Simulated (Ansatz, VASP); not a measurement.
Two plane-wave programs on Ge

```
Ge
1.0
    -2.49590    2.65086    1.43695
     2.49590   -2.65086    1.43695
     2.49590    2.65086   -1.43695
Ge
2
Direct
  0.18594 0.93594 0.25000
  0.81406 0.06406 0.75000
```

Alike in both runs: task single point; functional PBE; k mesh 20 × 20 × 20; occupations gaussian, width 0.15 eV; no spin polarisation.

|  | VASP | Ansatz |
| --- | --- | --- |
| version | VASP 6.6.1 | Ansatz 0.2.0 |
| potentials or method | VASP PAW PBE potentials, release 64 (Ge_d), cutoff 520 eV | scalar-relativistic, plane waves, PAW |
| valence electrons in the cell | 28 | 28 |

|  | VASP | Ansatz | Ansatz less VASP |
| --- | --- | --- | --- |
| gap on the k mesh at the Fermi level (eV) | none | none | - |
| pressure (GPa) | 1.1 | 1.1 | -0.03 |
| traceless stress, the component that is largest in VASP (GPa) | 0.53 | 0.53 | -0.002 |
| rms of the force components (eV/Å) | 0.026 | 0.027 | +0.0004 |

Atom by atom the forces differ by 0.000 eV/Å (rms over components). A gap of «none» marks a metal or a gap that the smearing closes.
